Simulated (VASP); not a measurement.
Set up this calculation in VASP 6.6.1, as the native input.

| Item | Value |
| --- | --- |
| Task | single point |
| Functional | PBEsol |
| Potentials or basis | VASP PAW PBE potentials, release 64 (Ru_pv) |
| Cutoff | 520 eV |
| k mesh | 20 × 20 × 12 |
| Occupations | fermi-dirac, width 0.1 eV |
| Spin | no spin polarisation |
| Dipole correction | no |
| Further INCAR settings | ALGO = Normal; EDIFF = 1e-07; NBANDS = 21 |

The structure of Ru lies in POSCAR:

```
Ru
1.0
    2.6737127045      0.0000000000      0.0000000000
   -1.3368563523      2.3155031245      0.0000000000
    0.0000000000      0.0000000000      4.2228532982
Ru
2
Direct
    0.3333333333      0.6666666667      0.2500000000
    0.6666666667      0.3333333333      0.7500000000
```

These files were run (other wordings do the same):

INCAR

```
ALGO = Normal ; EDIFF = 1E-7
ENCUT = 520 ; GGA = PS
ISIF = 2 ; ISMEAR = -1
LASPH = True ; LCHARG = True
LELF = True ; LREAL = False
LVHAR = True ; LWAVE = False
NBANDS = 21 ; NELM = 80
PREC = Accurate ; SIGMA = 0.1
```

KPOINTS

```
k-points
0
Gamma
  20 20 12
```

Potentials or basis: VASP PAW PBE potentials, release 64 (Ru_pv).

The run is started by

```sh
$ cat potpaw_PBE.64/Ru_pv/POTCAR > POTCAR
$ mpirun -np 1 vasp_std > vasp.out
```

It gave:

```yaml
Pressure: 7.0 GPa
Band_gap_on_the_k_mesh: zero (bands 14 and 15 overlap by 3.45 eV)
```

Caveat: the cell stands under pressure; the PAW data sets were made with another functional, which shifts forces and pressure a little.

Wall time 47 s on 1 thread of AMD EPYC 9R45 96-Core Processor (Zen 5), with other jobs on the host, peak memory 0.21 GiB.
